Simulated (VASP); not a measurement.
# Ga (P6_3/mmc) in VASP: further runs, part 2 of 2

VASP 6.6.1. The steps go on from the part before.

## (3) Electric field gradients, PBE (volume scaled by 1.06)

File INCAR:

```
SYSTEM = Ga
PREC = Accurate
ENCUT = 520
EDIFF = 1E-8
ISMEAR = -1
SIGMA = 0.05
LREAL = .False.
LASPH = .True.
NELM = 100
ALGO = Normal
ISIF = 2
LWAVE = .False.
LCHARG = .False.
GGA = PE
LEFG = .True.
NBANDS = 20
```

File KPOINTS:

```
regular mesh
0
Gamma
  18 18 10
  0 0 0
```

File POSCAR:

```
Ga
1.0
    3.0700869605      0.0000000000      0.0000000000
   -1.5350434803      2.6587732996      0.0000000000
    0.0000000000      0.0000000000      4.9615354456
Ga
2
Direct
    0.3333333333      0.6666666667      0.2500000000
    0.6666666667      0.3333333333      0.7500000000
```

Potentials or basis: VASP PAW PBE potentials, release 64 (Ga_d).

Command:

```
cat potpaw_PBE.64/Ga_d/POTCAR > POTCAR
mpirun -np 1 vasp_std > vasp.out
```

OUTCAR:

```text
SYSTEM = Ga
   PREC = Accurate
   ENCUT = 520
   EDIFF = 1E-8
   ISMEAR = -1
   LREAL = .False.
   LASPH = .True.
   NELM = 100
   ISIF = 2
   GGA = PE

 ion  position               nearest neighbor table
   1  0.333  0.667  0.250-
   2  0.667  0.333  0.750-

  LATTYP: Found a hexagonal cell.
 ALAT       =     3.0700869605
 C/A-ratio  =     1.6160895471

  Lattice vectors:

 A1 = (   3.0700869605,   0.0000000000,   0.0000000000)
 A2 = (  -1.5350434803,   2.6587732996,   0.0000000000)
 A3 = (   0.0000000000,   0.0000000000,   4.9615354456)

Analysis of symmetry for initial positions (statically):
=====================================================================
 Subroutine PRICEL returns:
 Original cell was already a primitive cell.

 Routine SETGRP: Setting up the symmetry group for a
 hexagonal supercell.

 Subroutine GETGRP returns: Found 24 space group operations
 (whereof 12 operations were pure point group operations)
 out of a pool of 24 trial point group operations.

The static configuration has the point symmetry D_3d.
 The point group associated with its full space group is D_6h.

Analysis of symmetry for dynamics (positions and initial velocities):
=====================================================================
 Subroutine PRICEL returns:
 Original cell was already a primitive cell.

 Routine SETGRP: Setting up the symmetry group for a
 hexagonal supercell.

 Subroutine GETGRP returns: Found 24 space group operations
 (whereof 12 operations were pure point group operations)
 out of a pool of 24 trial point group operations.

[... 155 lines left out ...]

 k-point     1 :       0.0000    0.0000    0.0000
  band No.  band energies     occupation
      1      -9.9719      2.00000
      2      -9.9130      2.00000
      3      -9.9028      2.00000
      4      -9.9028      2.00000
      5      -9.8842      2.00000
      6      -9.8842      2.00000
[... 541 lines left out ...]
     19      14.9437      0.00000
     20      15.4030      0.00000

 [... further k-points ...]

------------------------ aborting loop because EDIFF is reached ----------------------------------------

  FORCE on cell =-STRESS in cart. coord.  units (eV):
  Direction    XX          YY          ZZ          XY          YZ          ZX
  --------------------------------------------------------------------------------------
  -------------------------------------------------------------------------------------
  Total       -0.5775976     -0.5775976     -0.5812030      0.0000000     -0.0000000      0.0000000
  in kB      -22.8500898    -22.8500898    -22.9927190      0.0000000     -0.0000000      0.0000000
  external PRESSURE =     -22.8976328 kB  Pullay stress =       0.0000000 kB

 VOLUME and BASIS-vectors are now :
 -----------------------------------------------------------------------------
  energy-cutoff  :      520.00
  volume of cell :       40.50
      direct lattice vectors                 reciprocal lattice vectors
     3.070086960  0.000000000  0.000000000     0.325723673  0.188056650  0.000000000
    -1.535043480  2.658773300  0.000000000     0.000000000  0.376113300  0.000000000
     0.000000000  0.000000000  4.961535446     0.000000000  0.000000000  0.201550510

 POSITION                                       TOTAL-FORCE (eV/Angst)
 -----------------------------------------------------------------------------------
     -0.00000      1.77252      1.24038         0.000000      0.000000      0.000000
      1.53504      0.88626      3.72115         0.000000     -0.000000      0.000000
 -----------------------------------------------------------------------------------
    total drift:                               -0.000000      0.000000      0.000000

  FREE ENERGIE OF THE ION-ELECTRON SYSTEM (eV)
  ---------------------------------------------------
  free  energy   TOTEN  =        -5.7420325191 eV

  energy  without entropy=       -5.7342858658  energy(sigma->0) =       -5.73815919

 Electric field gradients (V/A^2)
---------------------------------------------------------------------
 ion       V_xx      V_yy      V_zz      V_xy      V_xz      V_yz
---------------------------------------------------------------------
   1       0.974     0.973    -1.947    -0.001     0.000    -0.000
   2       0.974     0.973    -1.947    -0.001    -0.000     0.000
---------------------------------------------------------------------

 Electric field gradients after diagonalization (V/A^2)
 (convention: |V_zz| > |V_xx| > |V_yy|)
----------------------------------------------------------------------
 ion       V_xx      V_yy      V_zz     asymmetry (V_yy - V_xx)/ V_zz
----------------------------------------------------------------------
   1       0.975     0.972    -1.947       0.002
   2       0.975     0.972    -1.947       0.002
----------------------------------------------------------------------

           NMR quadrupolar parameters

 Cq : quadrupolar parameter    Cq=e*Q*V_zz/h
 eta: asymmetry parameters     (V_yy - V_xx)/ V_zz
 Q  : nuclear electric quadrupole moment in mb (millibarn)
----------------------------------------------------------------------
 ion       Cq(MHz)       eta       Q (mb)
----------------------------------------------------------------------
   1      -0.005       0.002       1.000
   2      -0.005       0.002       1.000
----------------------------------------------------------------------
```

OSZICAR:

```text
N       E                     dE             d eps       ncg     rms          rms(c)
DAV:   1     0.133723704241E+03    0.13372E+03   -0.13352E+04  9288   0.241E+03
DAV:   2     0.604478220320E+01   -0.12768E+03   -0.12465E+03  9164   0.384E+02
DAV:   3    -0.560675781580E+01   -0.11652E+02   -0.11578E+02 10016   0.947E+01
DAV:   4    -0.578678210950E+01   -0.18002E+00   -0.17992E+00 10304   0.130E+01
DAV:   5    -0.578971645266E+01   -0.29343E-02   -0.29342E-02 10344   0.165E+00    0.104E+00
DAV:   6    -0.575206142904E+01    0.37655E-01   -0.66252E-02 12040   0.394E+00    0.538E-01
DAV:   7    -0.574299045902E+01    0.90710E-02   -0.13636E-02 12708   0.147E+00    0.150E-01
DAV:   8    -0.574202050870E+01    0.96995E-03   -0.14389E-03  9880   0.534E-01    0.106E-02
DAV:   9    -0.574203083651E+01   -0.10328E-04   -0.39338E-05 11944   0.582E-02    0.461E-03
DAV:  10    -0.574203280337E+01   -0.19669E-05   -0.21147E-06 10316   0.182E-02    0.442E-04
DAV:  11    -0.574203259319E+01    0.21017E-06   -0.10643E-07 10200   0.389E-03    0.271E-04
DAV:  12    -0.574203250680E+01    0.86389E-07   -0.76314E-09  6700   0.855E-04    0.228E-05
DAV:  13    -0.574203251935E+01   -0.12551E-07   -0.10712E-09  5356   0.341E-04    0.122E-05
DAV:  14    -0.574203251906E+01    0.29377E-09   -0.36148E-10  5072   0.217E-04
   1 F= -.57420325E+01 E0= -.57381592E+01  d E =-.774665E-02
```

Wall time 84 s (1 thread of AMD EPYC 9R45 (Zen 5), shared host); peak memory 0.23 GiB.

Results:

```yaml
Free_energy: -5.7420 eV
Pressure: -2.3 GPa
Band_gap_on_the_k_mesh: zero (band 13 reaches 9.08 eV, above the bottom of band 14 at 2.04 eV)
```

Electric field gradients, principal values (V/Å²):
| atom | least | middle | greatest (by size) |
| --- | --- | --- | --- |
| 1 Ga | 0.972 | 0.975 | -1.947 |
| 2 Ga | 0.972 | 0.975 | -1.947 |

Caveat: without QUAD_EFG the Cq values of the log hold for a quadrupole moment of 1 mb, not for the nuclei.

## (4) Electric field gradients, PBE (volume scaled by 0.9405)

INCAR is that of step 3.

KPOINTS is that of step 3.

File POSCAR:

```
Ga
1.0
    2.9500881197      0.0000000000      0.0000000000
   -1.4750440598      2.5548512550      0.0000000000
    0.0000000000      0.0000000000      4.7676065732
Ga
2
Direct
    0.3333333333      0.6666666667      0.2500000000
    0.6666666667      0.3333333333      0.7500000000
```

Potentials or basis: VASP PAW PBE potentials, release 64 (Ga_d).

Command:

```
cat potpaw_PBE.64/Ga_d/POTCAR > POTCAR
mpirun -np 1 vasp_std > vasp.out
```

OUTCAR:

```text
SYSTEM = Ga
   PREC = Accurate
   ENCUT = 520
   EDIFF = 1E-8
   ISMEAR = -1
   LREAL = .False.
   LASPH = .True.
   NELM = 100
   ISIF = 2
   GGA = PE

 ion  position               nearest neighbor table
   1  0.333  0.667  0.250-
   2  0.667  0.333  0.750-

  LATTYP: Found a hexagonal cell.
 ALAT       =     2.9500881197
 C/A-ratio  =     1.6160895471

  Lattice vectors:

 A1 = (   2.9500881197,   0.0000000000,   0.0000000000)
 A2 = (  -1.4750440598,   2.5548512550,   0.0000000000)
 A3 = (   0.0000000000,   0.0000000000,   4.7676065732)

Analysis of symmetry for initial positions (statically):
=====================================================================
 Subroutine PRICEL returns:
 Original cell was already a primitive cell.

 Routine SETGRP: Setting up the symmetry group for a
[... 743 lines left out ...]
  energy-cutoff  :      520.00
  volume of cell :       35.93
      direct lattice vectors                 reciprocal lattice vectors
     2.950088120  0.000000000  0.000000000     0.338972925  0.195706110  0.000000000
    -1.475044060  2.554851255  0.000000000     0.000000000  0.391412219  0.000000000
     0.000000000  0.000000000  4.767606573     0.000000000  0.000000000  0.209748851

 POSITION                                       TOTAL-FORCE (eV/Angst)
 -----------------------------------------------------------------------------------
     -0.00000      1.70323      1.19190         0.000000      0.000000      0.000000
      1.47504      0.85162      3.57570        -0.000000      0.000000      0.000000
 -----------------------------------------------------------------------------------
    total drift:                                0.000000     -0.000000      0.000000

  FREE ENERGIE OF THE ION-ELECTRON SYSTEM (eV)
  ---------------------------------------------------
  free  energy   TOTEN  =        -5.7362673951 eV

  energy  without entropy=       -5.7288563491  energy(sigma->0) =       -5.73256187

 Electric field gradients (V/A^2)
---------------------------------------------------------------------
 ion       V_xx      V_yy      V_zz      V_xy      V_xz      V_yz
---------------------------------------------------------------------
   1       1.058     1.057    -2.115    -0.001     0.000    -0.000
   2       1.058     1.057    -2.115    -0.001    -0.000     0.000
---------------------------------------------------------------------

 Electric field gradients after diagonalization (V/A^2)
 (convention: |V_zz| > |V_xx| > |V_yy|)
----------------------------------------------------------------------
 ion       V_xx      V_yy      V_zz     asymmetry (V_yy - V_xx)/ V_zz
----------------------------------------------------------------------
   1       1.059     1.056    -2.115       0.001
   2       1.059     1.056    -2.115       0.001
----------------------------------------------------------------------

           NMR quadrupolar parameters

 Cq : quadrupolar parameter    Cq=e*Q*V_zz/h
 eta: asymmetry parameters     (V_yy - V_xx)/ V_zz
 Q  : nuclear electric quadrupole moment in mb (millibarn)
----------------------------------------------------------------------
 ion       Cq(MHz)       eta       Q (mb)
----------------------------------------------------------------------
   1      -0.005       0.001       1.000
   2      -0.005       0.001       1.000
----------------------------------------------------------------------
```

stdout:

```text
POSCAR found type information on POSCAR Ga
 POSCAR found :  1 types and       2 ions
 scaLAPACK will be used
 LDA part: xc-table for (Slater+PW92), standard interpolation
 POSCAR, INCAR and KPOINTS ok, starting setup
 FFT: planning ... GRIDC
 FFT: planning ... GRID_SOFT
 FFT: planning ... GRID
 WAVECAR not read
 entering main loop
ion   1

ion   2
```

Run time: 75 s. Hardware: 1 thread of AMD EPYC 9R45 (Zen 5), shared host; peak memory 0.22 GiB.

Results:

- Free energy: -5.7363 eV
- Pressure: 3.4 GPa
- Band gap on the k mesh: zero (band 13 reaches 10.66 eV, above the bottom of band 14 at 2.73 eV)

Electric field gradients, principal values (V/Å²):
| atom | least | middle | greatest (by size) |
| --- | --- | --- | --- |
| 1 Ga | 1.056 | 1.059 | -2.115 |
| 2 Ga | 1.056 | 1.059 | -2.115 |

Caveat: without QUAD_EFG the Cq values of the log hold for a quadrupole moment of 1 mb, not for the nuclei.

## (5) Summary

```csv
task,cell,k mesh for the DOS,occupations for the DOS,gap on the mesh (eV),pressure (GPa)
density of states,"a = 3.011, b = 3.011, c = 4.866 Å, angles 90.0, 90.0, 120.0°, 2 atoms",27 × 27 × 15,tetrahedron,-,-
electric field gradients,"a = 3.070, b = 3.070, c = 4.962 Å, angles 90.0, 90.0, 120.0°, 2 atoms",-,-,none,-2.3
electric field gradients,"a = 2.950, b = 2.950, c = 4.768 Å, angles 90.0, 90.0, 120.0°, 2 atoms",-,-,none,3.4
```

Alike in all rows: level PBE; potentials or basis VASP PAW PBE potentials, release 64 (Ga_d); no spin polarisation; k mesh 18 × 18 × 10; cutoff (eV) 520; smearing fermi-dirac 0.05 eV.

Absolute energies hang on the potentials; compare differences alone.
